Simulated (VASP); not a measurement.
The system is Ge.

```
Ge
1.0
     3.89984    0.00000    0.00000
    -2.89838    2.60924    0.00000
    -0.50073   -1.30462    3.64088
Ge
2
Direct
  0.25000 0.75000 0.50000
  0.50000 0.50000 0.00000
```

Program: VASP 6.6.1. Alike in all runs: task single point; no spin polarisation; cell as given; k mesh 12 × 12 × 12; cutoff (eV) 520; smearing fermi-dirac 0.1 eV.

Question: Order these runs on this cell by their pressure, lowest first.
A. level LDA; potentials or basis VASP PAW LDA potentials, release 64 (Ge_d)
B. level BLYP; potentials or basis VASP PAW PBE potentials, release 64 (Ge_d)
C. level PBEsol; potentials or basis VASP PAW PBE potentials, release 64 (Ge_d)

Answer: A (-2.6 GPa), C (-0.7 GPa), B (9.6 GPa).

Caveats: the PAW data sets were made with another functional, which shifts forces and pressure a little (at least some runs); the cell stands under pressure (at least some runs).
